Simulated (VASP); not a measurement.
# Mg8HO8 (a cell with a defect) in VASP: further runs

Runs on Mg8HO8 (a cell with a defect). Level: PBEsol. Tasks: single point, molecular dynamics.

All numbers are computed with VASP 6.6.1; they aren't measurements. Logs are shortened: lines on timing, memory, paths and dates and some standing lists are left out, and cuts for length are marked.

### Step 1. The cell of the first run

The cell holds a defect, 17 atoms: a = 5.633 Å, b = 5.633 Å, c = 5.633 Å, α = 60.00°, β = 60.00°, γ = 60.00°.

### Step 2. Single point, PBEsol

Contents of INCAR:

```
SYSTEM = Mg8HO8
ALGO = Normal ; EDIFF = 1E-6
ENCUT = 520 ; GGA = PS
ISIF = 2 ; ISMEAR = -1
LASPH = .True. ; LCHARG = .False.
LREAL = Auto ; LWAVE = .False.
NBANDS = 46 ; NELECT = 64.0
NELM = 60 ; PREC = Accurate
SIGMA = 0.02
```

Contents of KPOINTS:

```
k-points
0
Gamma
  2 2 2
  0 0 0
```

Contents of POSCAR:

```
Mg8HO8
1.0
    0.0000000000      3.9830000000      3.9830000000
    3.9830000000      0.0000000000      3.9830000000
    3.9830000000      3.9830000000      0.0000000000
Mg O H
8 8 1
Direct
   -0.0271780065      0.0474391162     -0.0473889028
    0.0046070801      0.0257720311      0.4806803917
    0.0153025358      0.5127416520     -0.0363168466
   -0.0230354005      0.4643861411      0.4852247050
    0.4927441627      0.0207632438     -0.0367562139
    0.5041802661      0.0266256591      0.4424930957
    0.4642982676      0.5180517198      0.0089881998
    0.4813206126      0.4892041175      0.4818478534
    0.2232990208      0.2610846096      0.2408486066
    0.2367813206      0.2588250063      0.7260858649
    0.2262992719      0.7553979413      0.2265001255
    0.2339944765      0.7390158172      0.7109214160
    0.7397690183      0.2425307557      0.2003263871
    0.7097916144      0.2469495355      0.7555611348
    0.6820989204      0.7344463972      0.2515189556
    0.7504895807      0.7865679136      0.6793873964
    1.0636831534      0.7126663319      0.4512553352
```

Potentials or basis: VASP PAW PBE potentials, release 64 (Mg, O, H).

Launch:

```
> cat potpaw_PBE.64/Mg/POTCAR potpaw_PBE.64/O/POTCAR potpaw_PBE.64/H/POTCAR > POTCAR
> mpirun -np 1 vasp_std > vasp.out
```

OUTCAR:

```text
SYSTEM = Mg8HO8
   EDIFF = 1E-6
   ENCUT = 520
   GGA = PS
   ISIF = 2
   ISMEAR = -1
   LASPH = .True.
   LREAL = Auto
   NELECT = 64.0
   NELM = 60
   PREC = Accurate

 ion  position               nearest neighbor table
   1  0.973  0.047  0.953-  13 1.77  14 1.85  10 1.90  11 2.11  12 2.20  15 2.41   4 2.50   2 2.63
                             6 2.70   5 2.75   7 2.77   3 2.78   3 2.87   5 2.89   7 2.89   6 2.94
   2  0.005  0.026  0.481-  17 1.70   9 1.81  12 1.86  16 1.98  14 2.00  11 2.10  13 2.19   4 2.41
                             1 2.63   6 2.72   8 2.79   5 2.81   3 2.81   3 2.83   5 2.84   8 2.87
   3  0.015  0.513  0.964-  12 1.78   9 1.94  10 1.96  15 2.09  13 2.18  16 2.19   8 2.68   7 2.68
                             4 2.72   5 2.73   1 2.78   2 2.81   2 2.83   1 2.87   5 2.90   4 2.96
   4  0.977  0.464  0.485-  17 1.60   9 1.79  14 1.94  10 2.01  16 2.10  15 2.11  11 2.16   2 2.41
                             1 2.50   3 2.72   8 2.73   7 2.73   6 2.74   8 2.90   6 2.94   7 2.94
   5  0.493  0.021  0.963-  14 1.77  15 1.94  10 1.97   9 2.07  16 2.07  11 2.12   8 2.68   3 2.73
                             6 2.75   1 2.75   7 2.79   2 2.81   2 2.84   7 2.86   6 2.89   1 2.89
   6  0.504  0.027  0.442-  13 1.80  16 1.92   9 1.94  15 1.98  10 2.06  12 2.22   7 2.62   8 2.66
                             1 2.70   2 2.72   4 2.74   5 2.75   5 2.89   2 2.93   1 2.94   4 2.94
   7  0.464  0.518  0.009-  11 1.81  13 1.89   9 1.99  14 2.09  12 2.13  16 2.23   6 2.62   8 2.63
                             3 2.68   4 2.73   1 2.77   5 2.79   5 2.86   1 2.89   4 2.94   3 2.97
   8  0.481  0.489  0.482-  15 1.78  10 1.89  12 1.91  14 2.00  11 2.03  17 2.09  13 2.11   7 2.63
                             6 2.66   3 2.68   5 2.68   4 2.73   2 2.79   2 2.87   4 2.90   5 2.96
   9  0.223  0.261  0.241-   4 1.79   2 1.81   6 1.94   3 1.94   7 1.99   5 2.07
  10  0.237  0.259  0.726-   8 1.89   1 1.90   3 1.96   5 1.97   4 2.01   6 2.06
  11  0.226  0.755  0.227-  17 1.12   7 1.81   8 2.03   2 2.10   1 2.11   5 2.12   4 2.16
  12  0.234  0.739  0.711-   3 1.78   2 1.86   8 1.91   7 2.13   1 2.20   6 2.22
  13  0.740  0.243  0.200-   1 1.77   6 1.80   7 1.89   8 2.11   3 2.18   2 2.19
  14  0.710  0.247  0.756-   5 1.77   1 1.85   4 1.94   2 2.00   8 2.00   7 2.09
  15  0.682  0.734  0.252-   8 1.78   5 1.94   6 1.98   3 2.09   4 2.11   1 2.41
  16  0.750  0.787  0.679-   6 1.92   2 1.98   5 2.07   4 2.10   3 2.19   7 2.23
  17  0.064  0.713  0.451-  11 1.12   4 1.60   2 1.70   8 2.09

  LATTYP: Found a face centered cubic cell.
 ALAT       =     7.9660000000

  Lattice vectors:

 A1 = (   0.0000000000,   3.9830000000,   3.9830000000)
 A2 = (   3.9830000000,   0.0000000000,   3.9830000000)
 A3 = (   3.9830000000,   3.9830000000,   0.0000000000)

Analysis of symmetry for initial positions (statically):
=====================================================================
 Subroutine PRICEL returns:
 Original cell was already a primitive cell.

 Routine SETGRP: Setting up the symmetry group for a
 face centered cubic supercell.

 Subroutine GETGRP returns: Found  1 space group operations
 (whereof  1 operations were pure point group operations)
 out of a pool of 48 trial point group operations.

The static configuration has the point symmetry C_1 .

Analysis of symmetry for dynamics (positions and initial velocities):
=====================================================================
 Subroutine PRICEL returns:
 Original cell was already a primitive cell.

 Routine SETGRP: Setting up the symmetry group for a
 face centered cubic supercell.

 Subroutine GETGRP returns: Found  1 space group operations
 (whereof  1 operations were pure point group operations)
 out of a pool of 48 trial point group operations.

The dynamic configuration has the point symmetry C_1 .

 Subroutine INISYM returns: Found  1 space group operations
 (whereof  1 operations are pure point group operations),
 and found     1 'primitive' translations

[... 40 lines left out ...]
   TEBEG  =    0.0;   TEEND  =   0.0 temperature during run
   PSTRESS=    0.0 pullay stress
   NELECT =      64.0000    total number of electrons
   NUPDOWN=      -1.0000    fix difference up-down
   EMIN   =  10.00;   EMAX   =-10.00  energy-range for DOS
   EFERMI =   0.00;   METHOD = LEGACY
   ISMEAR =    -1;   SIGMA  =   0.02  broadening in eV -4-tet -1-fermi 0-gaus
   EFERMI_NEDOS =   21; number of points for ismear=-14 and -15
   IALGO  =     38    algorithm
   IMIX   =      4    mixing-type and parameters
     AMIX     =   0.40;   BMIX     =  1.00
     AMIX_MAG =   1.60;   BMIX_MAG =  1.00
  volume/ion in A,a.u.               =       7.43        50.17
  Fermi-wavevector in a.u.,A,eV,Ry     =   1.304912  2.465926 23.167933  1.702795
  Thomas-Fermi vector in A             =   2.435816
   LORBIT       =      0    0 simple, 1 ext, 2 COOP (PROOUT), +10 PAW based schemes
   GGA     = PS    functional components
   LHFCALC =     F    Hartree Fock is set to
   AEXX    =    0.0000 exact exchange contribution
   IVDW    =     0    specifies the selected vdW correction
   LEPSILON=     F    determine dielectric tensor
   LRPA    =     F    only Hartree local field effects (RPA)
 non-spin polarized calculation
  energy-cutoff  :      520.00
  volume of cell :      126.37
 maximum number of plane-waves:      3479
 NGX is ok and might be reduce to    42
   NGX = 21   NGY = 21   NGZ = 21

 number of electron      64.0000008 magnetization

 Free energy of the ion-electron system (eV)
  ---------------------------------------------------
  ext. energy  EPLUGINS =         0.00000000
  ---------------------------------------------------
  free energy    TOTEN  =      -101.46311013 eV

  energy without entropy =     -101.46311013  energy(sigma->0) =     -101.46311013

 E-fermi :   5.2640     XC(G=0): -12.1087

 val. band max:        4.8102031616   @ k =   0.0000   0.0000   0.0000
 cond. band min:       9.8247200058   @ k =   0.0000   0.0000   0.0000
 fundamental gap:      5.0145168442
 Fermi energy:         5.2639717096

 k-point     1 :       0.0000    0.0000    0.0000
  band No.  band energies     occupation
      1     -14.9397      2.00000
      2     -13.1520      2.00000
      3     -12.2787      2.00000
      4     -11.9422      2.00000
      5     -11.6122      2.00000
      6     -11.5325      2.00000
[... 365 lines left out ...]
     43      16.4697      0.00000
     44      16.8933      0.00000
 [bands above 44 left out]

------------------------ aborting loop because EDIFF is reached ----------------------------------------

  FORCE on cell =-STRESS in cart. coord.  units (eV):
  Direction    XX          YY          ZZ          XY          YZ          ZX
  --------------------------------------------------------------------------------------
  -------------------------------------------------------------------------------------
  Total       30.8342034     27.0674181     42.6038764      0.2774698     -0.2891302      6.5330608
  in kB      390.9150585    343.1598731    540.1306020      3.5177529     -3.6655837     82.8259392
  external PRESSURE =     424.7351779 kB  Pullay stress =       0.0000000 kB

 VOLUME and BASIS-vectors are now :
 -----------------------------------------------------------------------------
  energy-cutoff  :      520.00
  volume of cell :      126.37
      direct lattice vectors                 reciprocal lattice vectors
     0.000000000  3.983000000  3.983000000    -0.125533517  0.125533517  0.125533517
     3.983000000  0.000000000  3.983000000     0.125533517 -0.125533517  0.125533517
     3.983000000  3.983000000  0.000000000     0.125533517  0.125533517 -0.125533517

 POSITION                                       TOTAL-FORCE (eV/Angst)
 -----------------------------------------------------------------------------------
      3.98320      7.66900      4.06370        -2.566565      2.291333     -1.693365
      2.01720      1.93290      0.12100         0.061132     -2.091339     -2.056985
      5.88060      3.89930      2.10320         1.180389     -1.676252     -3.440823
      3.78230      5.82390      5.74090         2.931288     -2.051941     -0.917350
      3.91930      5.79920      2.04530        -0.470775      0.463105     -2.662388
      1.86850      3.77060      2.11420        -0.579425      1.314912     -3.327270
[... 9 lines left out ...]
      5.83890      5.69520      6.12210        -0.962049      1.826161     -0.981393
      4.63590      2.05100      3.09220         0.172555     -0.883098      1.923673
 -----------------------------------------------------------------------------------
    total drift:                               -0.000260      0.002038     -0.003467

  FREE ENERGIE OF THE ION-ELECTRON SYSTEM (eV)
  ---------------------------------------------------
  free  energy   TOTEN  =      -101.4631101281 eV

  energy  without entropy=     -101.4631101280  energy(sigma->0) =     -101.46311013
```

Wall time 66 s (1 thread of Intel Xeon 6975P-C (Granite Rapids), shared host); peak memory 0.26 GiB.

Results:

```yaml
Free_energy: -101.4631 eV
Largest_force: 4.613 eV/Å
```

Forces on the atoms (eV/Å):
```
Mg  -2.567  2.291 -1.693
Mg   0.061 -2.091 -2.057
Mg   1.180 -1.676 -3.441
Mg   2.931 -2.052 -0.917
Mg  -0.471  0.463 -2.662
Mg  -0.579  1.315 -3.327
Mg  -3.592 -1.811  1.570
Mg  -0.359  0.974 -0.028
O   -1.862 -0.458  1.548
O   -0.902 -0.627 -0.555
O    2.673 -0.266 -1.849
O    2.677  1.556  2.640
O    3.519  1.368  2.452
O   -0.589 -0.969  3.086
O   -1.333  1.040  4.292
O   -0.962  1.826 -0.981
H    0.173 -0.883  1.924
```

Levels at points of the mesh, in eV from the Fermi level:
```
           k point  band 28  band 29  band 30  band 31  band 32  band 33  band 34  band 35  band 36  band 37
(0.00, 0.00, 0.00)    -1.27    -1.18    -0.68    -0.55    -0.45     4.56     6.34     7.56     7.81     7.95
(0.50, 0.00, 0.00)    -1.58    -1.39    -1.29    -0.81    -0.56     6.57     7.75     8.15     8.87     9.11
(0.00, 0.50, 0.00)    -1.56    -1.52    -1.23    -0.72    -0.57     5.72     7.61     8.16     8.96     9.26
(0.00, 0.00, 0.50)    -1.63    -1.23    -0.99    -0.86    -0.82     6.92     7.49     8.16     9.18     9.36
(0.50, 0.50, 0.50)    -1.64    -1.50    -1.03    -0.97    -0.56     5.54     7.65     8.45     9.07     9.28
(0.50, 0.50, 0.00)    -1.66    -1.42    -1.38    -1.21    -0.73     7.14     8.46     8.77     9.32     9.51
(0.00, 0.50, 0.50)    -1.64    -1.46    -1.19    -1.11    -0.96     7.12     8.33     8.93     9.47     9.56
(0.50, 0.00, 0.50)    -1.70    -1.48    -1.24    -0.96    -0.68     6.32     8.42     8.87     9.38     9.48
```

Caveat: the k points lie up to 0.68 Å⁻¹ apart; the cell carries a net charge on a neutralising background, which shifts energy and pressure; the cell is charged against a uniform background, so pressure and absolute levels hang on convention; the PAW data sets were made with another functional, which shifts forces and pressure a little.

### Step 3. Single point, PBEsol

Contents of INCAR:

```
SYSTEM = Mg8HO8
PREC = Accurate
ENCUT = 520
EDIFF = 1E-7
ISMEAR = -1
SIGMA = 0.02
LREAL = Auto
LASPH = .True.
NELM = 60
ALGO = Normal
ISIF = 2
LWAVE = .False.
LCHARG = .False.
GGA = PS
NBANDS = 46
NELECT = 64.0
```

Contents of KPOINTS:

```
Automatic mesh
0
Gamma
  2 2 2
  0 0 0
```

Contents of POSCAR:

```
Mg8HO8
1.0
    0.0000000000      3.9830000000      3.9830000000
    3.9830000000      0.0000000000      3.9830000000
    3.9830000000      3.9830000000      0.0000000000
Mg O H
8 8 1
Direct
   -0.0104820487      0.0266005523     -0.0711900577
   -0.0618880241      0.0042179262      0.5351493849
   -0.0084358524      0.4978659302     -0.0218428320
    0.0146999749      0.5144740146      0.4390785840
    0.4952673864      0.0005900075     -0.0482927442
    0.4876977153      0.0062766759      0.4732362541
    0.4946899322      0.4672483053     -0.0126663319
    0.4851870449      0.5370574944      0.4582224454
    0.2355887522      0.2506025609      0.2292869696
    0.2032638715      0.2693949284      0.7441626914
    0.2459578207      0.8151770023      0.2340321366
    0.2444137585      0.7383630429      0.7045192066
    0.7293371830      0.2214536781      0.2596158674
    0.7239015817      0.2576952046      0.7304795380
    0.7292116495      0.7634822998      0.2100050213
    0.7051468742      0.7624152649      0.7353251318
    1.2108712026      1.0801657042      0.2109967361
```

Potentials or basis: VASP PAW PBE potentials, release 64 (Mg, O, H).

Launch:

```
> cat potpaw_PBE.64/Mg/POTCAR potpaw_PBE.64/O/POTCAR potpaw_PBE.64/H/POTCAR > POTCAR
> mpirun -np 1 vasp_std > vasp.out
```

Run time: 92 s. Hardware: 1 thread of Intel Xeon 6975P-C (Granite Rapids), shared host; peak memory 0.26 GiB.

Results (log left out):

```yaml
Free_energy: -101.8054 eV
Largest_force: 4.653 eV/Å
```

Forces in eV/Å, atoms in the order of the input:
```
Mg   1.267  3.064 -1.990
Mg  -2.888 -0.884 -0.502
Mg   1.023 -2.058 -0.774
Mg   3.700 -0.592 -0.798
Mg  -1.082 -0.113  2.460
Mg  -0.408  0.969 -1.683
Mg   0.888 -0.732  3.220
Mg  -2.229  1.688 -1.475
O   -0.161 -0.433 -0.644
O   -2.445 -0.332  1.938
O   -0.876 -2.629 -3.738
O    4.422  1.314  0.087
O    0.586 -1.804  2.791
O    0.547 -0.924  0.957
O   -0.527  1.683  1.935
O   -2.342  1.320 -0.696
H    0.525  0.465 -1.089
```

Levels at points of the mesh, in eV from the Fermi level:
```csv
k point,band 30,band 31,band 32,band 33,band 34,band 35
"(0.00, 0.00, 0.00)",-0.63,-0.58,-0.45,4.59,6.69,7.35
"(0.50, 0.00, 0.00)",-1.08,-0.70,-0.69,5.49,7.82,8.35
"(0.00, 0.50, 0.00)",-1.00,-0.89,-0.65,6.80,7.40,8.72
"(0.00, 0.00, 0.50)",-0.94,-0.87,-0.78,5.51,7.77,8.48
"(0.50, 0.50, 0.50)",-1.12,-0.77,-0.71,6.95,7.55,8.69
"(0.50, 0.50, 0.00)",-1.14,-1.09,-0.87,7.23,8.43,8.87
"(0.00, 0.50, 0.50)",-1.14,-0.96,-0.94,7.33,8.70,8.92
"(0.50, 0.00, 0.50)",-1.19,-1.01,-0.87,5.96,8.36,8.98
```

Caveat: the k points lie up to 0.68 Å⁻¹ apart; the cell carries a net charge on a neutralising background, which shifts energy and pressure; the cell is charged against a uniform background, so pressure and absolute levels hang on convention; the PAW data sets were made with another functional, which shifts forces and pressure a little.

### Step 4. Molecular dynamics, PBEsol

Contents of INCAR:

```
PREC = Accurate
ENCUT = 520
EDIFF = 1E-5
ISMEAR = -1
SIGMA = 0.02
LREAL = Auto
LASPH = T
NELM = 100
ALGO = Normal
ISIF = 2
LWAVE = F
LCHARG = F
GGA = PS
NBANDS = 46
NELECT = 64.0
IBRION = 0
NSW = 40
POTIM = 0.5
TEBEG = 1680.0
TEEND = 1680.0
ISYM = 0
NELMIN = 4
RANDOM_SEED = 417202 0 0
MDALGO = 2
SMASS = 0
```

Contents of KPOINTS:

```
regular mesh
0
Gamma
  2 2 2
```

Contents of POSCAR:

```
Mg8HO8
1.0
    0.0000000000      3.9830000000      3.9830000000
    3.9830000000      0.0000000000      3.9830000000
    3.9830000000      3.9830000000      0.0000000000
Mg O H
8 8 1
Direct
   -0.0301675400      0.0651119100     -0.0695209500
   -0.0554352300      0.0220513700      0.5240670700
   -0.0047075600      0.4923520300     -0.0160544700
   -0.0161560500      0.5045988000      0.4744671000
    0.4722505100      0.0320001300     -0.0483621600
    0.5105683400     -0.0329543600      0.4481504800
    0.4716475700      0.5128512900     -0.0115645600
    0.4862708000      0.5021391400      0.4669751700
    0.2468524300      0.2381151400      0.2365291700
    0.2359990500      0.2585037100      0.7202511200
    0.2573997000      0.7629434700      0.2185612100
    0.2516254400      0.7482108800      0.7124260800
    0.7298398400      0.2381730700      0.2461958900
    0.6990104400      0.2673634500      0.7313162200
    0.7619973500      0.7714293600      0.2065573500
    0.7381774900      0.7373101300      0.7490611600
    1.0644327400      0.9220767500      0.2349071000
```

Launch:

```
> cat potpaw_PBE.64/Mg/POTCAR potpaw_PBE.64/O/POTCAR potpaw_PBE.64/H/POTCAR > POTCAR
> mpirun -np 1 vasp_std > vasp.out
```

It took 18 min on 1 thread of Intel Xeon 6975P-C (Granite Rapids), shared host; peak memory 0.33 GiB.

The path:
| step | potential energy change (eV) | largest force (eV/Å) | pressure (GPa) | volume (Å³) | temperature (K) |
| --- | --- | --- | --- | --- | --- |
| 1 | 0.0000 | 4.2822 | 37.61 | 126.37 | 1680 |
| 2 | 0.0076 | 4.2987 | 38.01 | 126.37 | 1676 |
| 3 | 0.0387 | 4.2984 | 38.47 | 126.37 | 1661 |
| 4 | 0.0933 | 4.2823 | 38.97 | 126.37 | 1635 |
| 5 | 0.1611 | 4.2506 | 39.44 | 126.37 | 1605 |
| 6 | 0.2234 | 4.2044 | 39.77 | 126.37 | 1578 |
| 7 | 0.2657 | 4.1468 | 39.94 | 126.37 | 1563 |
| 8 | 0.2895 | 4.0808 | 39.94 | 126.37 | 1559 |
| 9 | 0.3106 | 4.0072 | 39.83 | 126.37 | 1559 |
| 10 | 0.3469 | 3.9302 | 39.68 | 126.37 | 1555 |
| 11 | 0.4069 | 3.9350 | 39.57 | 126.37 | 1542 |
| 12 | 0.4883 | 4.1995 | 39.51 | 126.37 | 1523 |
| 13 | 0.5826 | 4.4707 | 39.54 | 126.37 | 1500 |
| 14 | 0.6801 | 4.7396 | 39.63 | 126.37 | 1479 |
| 15 | 0.7729 | 5.0023 | 39.77 | 126.37 | 1464 |
| 16 | 0.8558 | 5.2471 | 39.97 | 126.37 | 1458 |
| 17 | 0.9265 | 5.4720 | 40.22 | 126.37 | 1463 |
| 18 | 0.9858 | 5.6683 | 40.50 | 126.37 | 1479 |
| 19 | 1.0371 | 5.8332 | 40.84 | 126.37 | 1503 |
| 20 | 1.0867 | 5.9618 | 41.23 | 126.37 | 1532 |
| 21 | 1.1429 | 6.0528 | 41.66 | 126.37 | 1563 |
| 22 | 1.2135 | 6.1063 | 42.14 | 126.37 | 1591 |
| 23 | 1.3009 | 6.1236 | 42.62 | 126.37 | 1614 |
| 24 | 1.3964 | 6.1085 | 43.07 | 126.37 | 1636 |
| 25 | 1.4799 | 6.0672 | 43.35 | 126.37 | 1665 |
| 26 | 1.5305 | 6.0032 | 43.42 | 126.37 | 1713 |
| 27 | 1.5429 | 5.9188 | 43.26 | 126.37 | 1779 |
| 28 | 1.5323 | 5.8110 | 42.90 | 126.37 | 1857 |
| 29 | 1.5211 | 5.6786 | 42.46 | 126.37 | 1933 |
| 30 | 1.5238 | 5.5125 | 41.99 | 126.37 | 1999 |
| 31 | 1.5425 | 5.3111 | 41.57 | 126.37 | 2049 |
| 32 | 1.5710 | 5.0655 | 41.20 | 126.37 | 2085 |
| 33 | 1.6014 | 4.7786 | 40.87 | 126.37 | 2108 |
| 34 | 1.6282 | 4.4518 | 40.57 | 126.37 | 2119 |
| 35 | 1.6482 | 4.4623 | 40.33 | 126.37 | 2120 |
| 36 | 1.6609 | 4.5307 | 40.13 | 126.37 | 2111 |
| 37 | 1.6676 | 4.5901 | 39.97 | 126.37 | 2091 |
| 38 | 1.6703 | 4.6424 | 39.87 | 126.37 | 2061 |
| 39 | 1.6722 | 4.6876 | 39.82 | 126.37 | 2020 |
| 40 | 1.6771 | 4.7277 | 39.83 | 126.37 | 1969 |

Caveat: the k points lie up to 0.68 Å⁻¹ apart; the cell carries a net charge on a neutralising background, which shifts energy and pressure; the cell is charged against a uniform background, so pressure and absolute levels hang on convention; the PAW data sets were made with another functional, which shifts forces and pressure a little.
